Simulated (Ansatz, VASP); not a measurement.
One calculation of BaTe, two programs

INCAR

```
SYSTEM = BaTe
PREC     = Accurate       ! precision mode
ENCUT    = 520            ! plane-wave cutoff, eV
EDIFF    = 1E-6           ! SCF threshold, eV
ISMEAR   = -1             ! smearing method
SIGMA    = 0.05           ! smearing width, eV
LREAL    = .FALSE.        ! projectors in reciprocal space
LASPH    = .TRUE.         ! aspherical terms in the spheres
NELM     = 80             ! most SCF steps
ALGO     = Normal         ! electronic algorithm
ISIF     = 2              ! what is computed and relaxed
LWAVE    = .FALSE.        ! write WAVECAR
LCHARG   = .FALSE.        ! write CHGCAR
GGA      = PE             ! functional
NBANDS   = 15             ! bands
```

The input KPOINTS:

```
regular mesh
0
G
  11 11 11
  0 0 0
```

POSCAR

```
BaTe
1.0
    0.0000000000      3.9679978458      3.9679978458
    3.9679978458      0.0000000000      3.9679978458
    3.9679978458      3.9679978458      0.0000000000
Ba Te
1 1
Direct
    0.0000000000      0.0000000000      0.0000000000
    0.2500000000      0.2500000000      0.2500000000
```

Input for Ansatz:

```yaml
crystal:
  lattice:
    - [0.0, 3.9679978458, 3.9679978458]
    - [3.9679978458, 0.0, 3.9679978458]
    - [3.9679978458, 3.9679978458, 0.0]
  atoms:
    - { symbol: Ba, position: [0.0, 0.0, 0.0] }
    - { symbol: Te, position: [0.25, 0.25, 0.25] }
kpoints:
  mp_grid: { grid: [11, 11, 11] }
scf:
  occupations: { method: fermi_dirac, width: 0.05 }
hamiltonian:
  xc: pbe
  pseudopotentials: { kind: all_electron, lapw: { basis_error: 0.0005 } }
output:
  forces: true
  stress: true
  eigenvalues: true
```

Change from the starting cell: volume scaled by 1.04.

Alike in both runs: task single point; functional PBE; k mesh 11 × 11 × 11; occupations fermi-dirac, width 0.05 eV; no spin polarisation.

```csv
,VASP,Ansatz
version,VASP 6.6.1,Ansatz 0.2.0
potentials or method,"VASP PAW PBE potentials, release 64 (Ba_sv, Te), cutoff 520 eV","all-electron LAPW, scalar-relativistic"
```

Ansatz gave:

```
gap on the k mesh at the Fermi level (eV) : 2.52
pressure (GPa)                            : -0.7
```

Problem. Which values does VASP return?

Solution. gap on the k mesh at the Fermi level (eV): 2.53; pressure (GPa): -0.5.

Ansatz ran all-electron here, and VASP with PAW potentials.

Neither program's run includes spin-orbit coupling.
